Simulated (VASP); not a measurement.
# KF (R-3m) in VASP: a series of runs

Runs on KF. Level: LDA. Tasks: single point.

Everything below comes from runs of VASP 6.6.1. Logs are shortened: lines on timing, memory, paths and dates and some standing lists are left out, and cuts for length are marked.

## 1. The cell of the first run

It takes space group R-3m (No. 166, trigonal). Conventional cell: a = 3.671 Å, b = 3.671 Å, c = 8.848 Å, α = 90.00°, β = 90.00°, γ = 120.00°. Within 3.4 Å of K (site symmetry -3m) lie 6 F at 2.58 Å. F (site symmetry -3m) has 6 K at 2.58 Å within 3.4 Å.

## 2. Single point, LDA

INCAR

```
ALGO = Normal ; EDIFF = 1E-6
ENCUT = 520 ; GGA = CA
ISIF = 2 ; ISMEAR = 0
LASPH = T ; LCHARG = F
LREAL = F ; LWAVE = F
NBANDS = 15 ; NELM = 100
PREC = Accurate ; SIGMA = 0.05
```

KPOINTS

```
k-points
0
Gamma
  8 8 8
```

POSCAR

```
KF
1.0
   -0.0275128263      2.5680368251      2.5680368251
    2.5680368251     -0.0275128263      2.5680368251
    2.5680368251      2.5680368251     -0.0275128263
K F
1 1
Direct
    0.0000000000      0.0000000000      0.0000000000
    0.5000000000      0.5000000000      0.5000000000
```

Potentials or basis: VASP PAW LDA potentials, release 64 (K_sv, F).

Launch:

```
$ cat potpaw_LDA.64/K_sv/POTCAR potpaw_LDA.64/F/POTCAR > POTCAR
$ mpirun -np 1 vasp_std > vasp.out
```

OUTCAR:

```text
EDIFF = 1E-6
   ENCUT = 520
   GGA = CA
   ISIF = 2
   ISMEAR = 0
   LASPH = T
   LREAL = F
   NELM = 100
   PREC = Accurate

 ion  position               nearest neighbor table
   1  0.000  0.000  0.000-   2 2.58   2 2.58   2 2.58   2 2.58   2 2.58   2 2.58
   2  0.500  0.500  0.500-   1 2.58   1 2.58   1 2.58   1 2.58   1 2.58   1 2.58

  LATTYP: Found a trigonal (rhomboedric) cell.
 ALAT       =     3.6318567188
 COS(alpha) =     0.4892583576

  Lattice vectors:

 A1 = (  -0.0275128263,   2.5680368251,   2.5680368251)
 A2 = (   2.5680368251,  -0.0275128263,   2.5680368251)
 A3 = (   2.5680368251,   2.5680368251,  -0.0275128263)

Analysis of symmetry for initial positions (statically):
=====================================================================
 Subroutine PRICEL returns:
 Original cell was already a primitive cell.

 Routine SETGRP: Setting up the symmetry group for a
 trigonal (rhombohedral) supercell.

 Subroutine GETGRP returns: Found 12 space group operations
 (whereof 12 operations were pure point group operations)
 out of a pool of 12 trial point group operations.

The static configuration has the point symmetry D_3d.

Analysis of symmetry for dynamics (positions and initial velocities):
=====================================================================
 Subroutine PRICEL returns:
 Original cell was already a primitive cell.

 Routine SETGRP: Setting up the symmetry group for a
 trigonal (rhombohedral) supercell.

 Subroutine GETGRP returns: Found 12 space group operations
 (whereof 12 operations were pure point group operations)
 out of a pool of 12 trial point group operations.

The dynamic configuration has the point symmetry D_3d.

 Subroutine INISYM returns: Found 12 space group operations
 (whereof 12 operations are pure point group operations),
 and found     1 'primitive' translations

----------------------------------------------------------------------------------------

                                     Primitive cell

  volume of cell :      34.4158

  direct lattice vectors                    reciprocal lattice vectors
    -0.027512826  2.568036825  2.568036825    -0.191599950  0.193674899  0.193674899
     2.568036825 -0.027512826  2.568036825     0.193674899 -0.191599950  0.193674899
     2.568036825  2.568036825 -0.027512826     0.193674899  0.193674899 -0.191599950

  length of vectors
     3.631856719  3.631856719  3.631856719     0.334261086  0.334261086  0.334261086

  position of ions in fractional coordinates (direct lattice)
     0.000000000  0.000000000  0.000000000
     0.500000000  0.500000000  0.500000000

  ion indices of the primitive-cell ions
   primitive index   ion index
                 1           1
                 2           2

----------------------------------------------------------------------------------------

 KPOINTS: k-points

Automatic generation of k-mesh.
 Grid dimensions read from file:
 generate k-points for:    8    8    8

 Generating k-lattice:

  Cartesian coordinates                     Fractional coordinates (reciprocal lattice)
    -0.023949994  0.024209362  0.024209362     0.125000000  0.000000000 -0.000000000
     0.024209362 -0.023949994  0.024209362     0.000000000  0.125000000 -0.000000000
     0.024209362  0.024209362 -0.023949994     0.000000000  0.000000000  0.125000000

  Length of vectors
     0.041782636  0.041782636  0.041782636

  Shift w.r.t. Gamma in fractional coordinates (k-lattice)
     0.000000000  0.000000000  0.000000000

 Subroutine IBZKPT returns following result:
 ===========================================

 Found     65 irreducible k-points:

 Following reciprocal coordinates:
            Coordinates               Weight
  0.000000  0.000000  0.000000      1.000000
  0.125000  0.000000  0.000000      6.000000
  0.250000  0.000000  0.000000      6.000000
  0.375000  0.000000  0.000000      6.000000
  0.500000  0.000000  0.000000      3.000000
  0.125000  0.125000  0.000000      6.000000
[... 16 lines left out ...]
  0.250000  0.125000  0.125000      6.000000
  0.375000  0.125000  0.125000      6.000000
 [... further k-points ...]
   k-points           NKPTS =     65   k-points in BZ     NKDIM =     65   number of bands    NBANDS=     15
   number of dos      NEDOS =    301   number of ions     NIONS =      2
   total plane-waves  NPLWV =  21952
   dimension x,y,z NGX =    28 NGY =   28 NGZ =   28
   dimension x,y,z NGXF=    56 NGYF=   56 NGZF=   56
   ions per type =               1   1
   NGX,Y,Z   is equivalent  to a cutoff of  12.82, 12.82, 12.82 a.u.
   NGXF,Y,Z  is equivalent  to a cutoff of  25.63, 25.63, 25.63 a.u.
 SYSTEM =  unknown system
   PREC   = accura    normal or accurate (medium, high low for compatibility)
   ISTART =      0    job   : 0-new  1-cont  2-samecut
   ICHARG =      2    charge: 1-file 2-atom 10-const
   ISPIN  =      1    spin polarized calculation?
   LNONCOLLINEAR =      F non collinear calculations
   LSORBIT =      F    spin-orbit coupling
   LASPH  =      T    aspherical Exc in radial PAW
   ENCUT  =  520.0 eV  38.22 Ry    6.18 a.u.   6.75  6.75  6.75*2*pi/ulx,y,z
   NELM   =    100;   NELMIN=  2; NELMDL= -5     # of ELM steps
   EDIFF  = 0.1E-05   stopping-criterion for ELM
   LREAL  =      F    real-space projection
   EDIFFG = 0.1E-04   stopping-criterion for IOM
   NSW    =      0    number of steps for IOM
   IBRION =     -1    ionic relax: 0-MD 1-quasi-New 2-CG
   NFREE  =      0    steps in history (QN), initial steepest desc. (CG)
   ISIF   =      2    stress and relaxation
   ISYM   =      2    0-nonsym 1-usesym 2-fastsym
   POTIM  = 0.5000    time-step for ionic-motion
   TEBEG  =    0.0;   TEEND  =   0.0 temperature during run
   PSTRESS=    0.0 pullay stress
   NELECT =      16.0000    total number of electrons
   NUPDOWN=      -1.0000    fix difference up-down
   EMIN   =  10.00;   EMAX   =-10.00  energy-range for DOS
   EFERMI =   0.00;   METHOD = LEGACY
   ISMEAR =     0;   SIGMA  =   0.05  broadening in eV -4-tet -1-fermi 0-gaus
   EFERMI_NEDOS =   21; number of points for ismear=-14 and -15
   IALGO  =     38    algorithm
   IMIX   =      4    mixing-type and parameters
     AMIX     =   0.40;   BMIX     =  1.00
     AMIX_MAG =   1.60;   BMIX_MAG =  1.00
  volume/ion in A,a.u.               =      17.21       116.12
  Fermi-wavevector in a.u.,A,eV,Ry     =   1.268223  2.396595 21.883480  1.608390
  Thomas-Fermi vector in A             =   2.401330
   LORBIT       =      0    0 simple, 1 ext, 2 COOP (PROOUT), +10 PAW based schemes
   GGA     = CA    functional components
   LHFCALC =     F    Hartree Fock is set to
   AEXX    =    0.0000 exact exchange contribution
   IVDW    =     0    specifies the selected vdW correction
   LEPSILON=     F    determine dielectric tensor
   LRPA    =     F    only Hartree local field effects (RPA)
 non-spin polarized calculation
 Gauss-broadening in eV      SIGMA  =   0.05
  energy-cutoff  :      520.00
  volume of cell :       34.42
 maximum number of plane-waves:       941
   NGX = 13   NGY = 13   NGZ = 13

 number of electron      15.9999999 magnetization

 Free energy of the ion-electron system (eV)
  ---------------------------------------------------
  ext. energy  EPLUGINS =         0.00000000
  ---------------------------------------------------
  free energy    TOTEN  =        -9.07105891 eV

  energy without entropy =       -9.07105891  energy(sigma->0) =       -9.07105891

 E-fermi :  -2.7164     XC(G=0):  -9.6116

 val. band max:       -2.9165360810   @ k =   0.0000   0.0000   0.0000
 cond. band min:       3.4174404966   @ k =   0.0000   0.0000   0.0000
 fundamental gap:      6.3339765776
 Fermi energy:        -2.7164154346

 k-point     1 :       0.0000    0.0000    0.0000
  band No.  band energies     occupation
      1     -28.3098      2.00000
      2     -21.1964      2.00000
      3     -11.6889      2.00000
      4     -11.6889      2.00000
      5     -11.6742      2.00000
      6      -2.9307      2.00000
      7      -2.9307      2.00000
      8      -2.9165      2.00000
      9       3.4174      0.00000
     10       7.7860      0.00000
     11       7.7860      0.00000
     12       7.9757      0.00000
     13       9.7357      0.00000
     14       9.7357      0.00000
     15      14.0904      0.00000

 k-point     2 :       0.1250    0.0000    0.0000
  band No.  band energies     occupation
      1     -28.2859      2.00000
      2     -21.2213      2.00000
      3     -11.7388      2.00000
      4     -11.6941      2.00000
      5     -11.6831      2.00000
      6      -3.1035      2.00000
      7      -3.0024      2.00000
      8      -2.9872      2.00000
      9       3.8962      0.00000
     10       7.5306      0.00000
     11       8.0205      0.00000
     12       8.1967      0.00000
     13       9.9186      0.00000
     14       9.9216      0.00000
     15      14.9627      0.00000

 k-point     3 :       0.2500    0.0000    0.0000
  band No.  band energies     occupation
      1     -28.2272      2.00000
      2     -21.2835      2.00000
      3     -11.8619      2.00000
      4     -11.7066      2.00000
      5     -11.7005      2.00000
      6      -3.4683      2.00000
      7      -3.1708      2.00000
      8      -3.1494      2.00000
      9       5.0493      0.00000
     10       7.2037      0.00000
     11       8.6133      0.00000
     12       8.7961      0.00000
     13      10.4611      0.00000
     14      10.4775      0.00000
     15      16.3798      0.00000

 k-point     4 :       0.3750    0.0000    0.0000
  band No.  band energies     occupation
      1     -28.1672      2.00000
      2     -21.3471      2.00000
      3     -11.9832      2.00000
      4     -11.7186      2.00000
      5     -11.7172      2.00000
      6      -3.7806      2.00000
      7      -3.3331      2.00000
      8      -3.3055      2.00000
      9       6.0427      0.00000
     10       7.5049      0.00000
     11       9.2071      0.00000
     12       9.3849      0.00000
     13      11.3638      0.00000
     14      11.4092      0.00000
     15      15.2460      0.00000
[... 307 lines left out ...]
 k-point    22 :       0.1250    0.1250    0.1250
  band No.  band energies     occupation
      1     -28.2847      2.00000
      2     -21.2201      2.00000
      3     -11.7320      2.00000
      4     -11.6964      2.00000
      5     -11.6964      2.00000
      6      -3.0942      2.00000
      7      -3.0049      2.00000
      8      -3.0049      2.00000
      9       3.9125      0.00000
     10       7.6458      0.00000
     11       8.0407      0.00000
     12       8.0407      0.00000
     13       9.9099      0.00000
     14       9.9099      0.00000
     15      15.0293      0.00000

 k-point    23 :       0.2500    0.1250    0.1250
  band No.  band energies     occupation
      1     -28.2490      2.00000
      2     -21.2533      2.00000
      3     -11.7869      2.00000
      4     -11.7782      2.00000
      5     -11.6775      2.00000
      6      -3.3567      2.00000
      7      -3.1588      2.00000
      8      -2.9642      2.00000
      9       4.5921      0.00000
     10       7.1834      0.00000
     11       8.2943      0.00000
     12       8.7070      0.00000
     13      10.1878      0.00000
     14      10.1941      0.00000
     15      16.1529      0.00000

 k-point    24 :       0.3750    0.1250    0.1250
  band No.  band energies     occupation
      1     -28.1908      2.00000
      2     -21.3071      2.00000
      3     -11.9271      2.00000
      4     -11.8256      2.00000
      5     -11.6905      2.00000
      6      -3.6301      2.00000
      7      -3.3149      2.00000
      8      -3.0601      2.00000
      9       5.7019      0.00000
     10       6.9825      0.00000
     11       8.9190      0.00000
     12       9.2408      0.00000
     13      10.6939      0.00000
     14      11.0599      0.00000
     15      16.1928      0.00000

 [... further k-points ...]

------------------------ aborting loop because EDIFF is reached ----------------------------------------

  FORCE on cell =-STRESS in cart. coord.  units (eV):
  Direction    XX          YY          ZZ          XY          YZ          ZX
  --------------------------------------------------------------------------------------
  -------------------------------------------------------------------------------------
  Total        0.0441352      0.0441352      0.0441352      0.0291853      0.0291853      0.0291853
  in kB        2.0546514      2.0546514      2.0546514      1.3586818      1.3586818      1.3586818
  external PRESSURE =       2.0546514 kB  Pullay stress =       0.0000000 kB

 VOLUME and BASIS-vectors are now :
 -----------------------------------------------------------------------------
  energy-cutoff  :      520.00
  volume of cell :       34.42
      direct lattice vectors                 reciprocal lattice vectors
    -0.027512826  2.568036825  2.568036825    -0.191599950  0.193674899  0.193674899
     2.568036825 -0.027512826  2.568036825     0.193674899 -0.191599950  0.193674899
     2.568036825  2.568036825 -0.027512826     0.193674899  0.193674899 -0.191599950

 POSITION                                       TOTAL-FORCE (eV/Angst)
 -----------------------------------------------------------------------------------
      0.00000      0.00000      0.00000        -0.000000      0.000000      0.000000
      2.55428      2.55428      2.55428         0.000000     -0.000000     -0.000000
 -----------------------------------------------------------------------------------
    total drift:                                0.000000      0.000000      0.000000

  FREE ENERGIE OF THE ION-ELECTRON SYSTEM (eV)
  ---------------------------------------------------
  free  energy   TOTEN  =        -9.0710589094 eV

  energy  without entropy=       -9.0710589094  energy(sigma->0) =       -9.07105891
```

Run time: 69 s. Hardware: 1 thread of AMD EPYC 7R13, shared host; peak memory 0.13 GiB.

Results:

```yaml
Free_energy: -9.0711 eV
Pressure: 0.2 GPa
Band_gap_on_the_k_mesh: 6.33 eV, direct
```

Stress tensor (GPa, compression positive):
```
0.21 0.14 0.14
0.14 0.21 0.14
0.14 0.14 0.21
```

A k mesh can miss the band edges. LDA gaps usually lie below the measured ones, often by a third to a half.

(Continued in part 2 of 2.)
